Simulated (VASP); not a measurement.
Wanted: the native input for a VASP 6.6.1 run.

```
Task                   : single point
Functional             : PBEsol
Potentials or basis    : VASP PAW PBE potentials, release 64 (Cd, Te)
Cutoff                 : 500 eV
k mesh                 : 8 × 8 × 8
Occupations            : gaussian, width 0.02 eV
Spin                   : no spin polarisation
Dipole correction      : no
Further INCAR settings : ALGO = Normal; EDIFF = 1e-06; NBANDS = 16
```

The structure of CdTe (fa.b) lies in POSCAR:

```
CdTe
1.0
    0.0000000000      3.2448086643      3.2448086643
    3.2448086643      0.0000000000      3.2448086643
    3.2448086643      3.2448086643      0.0000000000
Cd Te
1 1
Direct
    0.0000000000      0.0000000000      0.0000000000
    0.2500000000      0.2500000000      0.2500000000
```

The input as run:

INCAR

```
SYSTEM = CdTe
  ALGO = Normal
  EDIFF = 1E-6
  ENCUT = 500
  GGA = PS
  GGA_COMPAT = .False.
  ISIF = 2
  ISMEAR = 0
  LASPH = .True.
  LCHARG = .True.
  LELF = .True.
  LREAL = .False.
  LVHAR = .True.
  LWAVE = .False.
  NBANDS = 16
  NELM = 120
  PREC = Accurate
  SIGMA = 0.02
```

KPOINTS

```
k-points
0
Gamma
  8 8 8
  0 0 0
```

Potentials or basis: VASP PAW PBE potentials, release 64 (Cd, Te).

Command:

```console
$ cat potpaw_PBE.64/Cd/POTCAR potpaw_PBE.64/Te/POTCAR > POTCAR
$ mpirun -np 1 vasp_std > vasp.out
```

Results of the run:

```json
{"Pressure": "0.2 GPa", "Band gap on the k mesh": "0.65 eV, direct"}
```

Caveat: the PAW data sets were made with another functional, which shifts forces and pressure a little; spin-orbit coupling is left out, which moves the levels of the heavy elements.

Wall time 30 s on 1 thread of Intel(R) Xeon(R) Platinum 8259CL CPU @ 2.50GHz (Skylake/Cascade Lake), on a shared host, peak memory 0.21 GiB.
